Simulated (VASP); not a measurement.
Wanted: the native input for a VASP 6.6.1 run.

```yaml
Task: single point
Functional: LDA
Potentials_or_basis: VASP PAW LDA potentials, release 64 (Hf_pv, C)
Cutoff: 520 eV
k_mesh: 12 × 12 × 7
Occupations: methfessel-paxton, width 0.05 eV
Spin: no spin polarisation
Dipole_correction: no
Further_INCAR_settings: ALGO = Normal; EDIFF = 1e-06; NBANDS = 22
```

The structure of HfC lies in POSCAR:

```
HfC
1.0
    3.3428660000     -0.0111428867      0.0000000000
   -1.6810830233      2.9005784433      0.0000000000
    0.0000000000      0.0000000000      5.2027140000
Hf C
2 2
Direct
    0.6666666667      0.3333333333      0.7500000000
    0.3333333333      0.6666666667      0.2500000000
    0.0000000000      0.0000000000      0.0000000000
    0.0000000000      0.0000000000      0.5000000000
```

The input as run:

INCAR

```
ALGO = Normal
EDIFF = 1E-6
ENCUT = 520
GGA = CA
ISIF = 2
ISMEAR = 1
LASPH = True
LCHARG = False
LREAL = False
LWAVE = False
NBANDS = 22
NELM = 60
PREC = Accurate
SIGMA = 0.05
```

KPOINTS

```
k-points
0
Gamma
  12 12 7
```

Potentials or basis: VASP PAW LDA potentials, release 64 (Hf_pv, C).

Run with:

```console
$ cat potpaw_LDA.64/Hf_pv/POTCAR potpaw_LDA.64/C/POTCAR > POTCAR
$ mpirun -np 1 vasp_std > vasp.out
```

Results of the run:

```yaml
Pressure: -12.5 GPa
Largest_force: 0.003 eV/Å
Band_gap_on_the_k_mesh: zero (bands 14 and 15 overlap by 1.22 eV)
```

Caveat: the cell stands under tension; spin-orbit coupling is left out, which moves the levels of the heavy elements.

Wall time 11 min on 1 thread of Intel Xeon 8259CL, with other jobs on the host, peak memory 0.38 GiB.
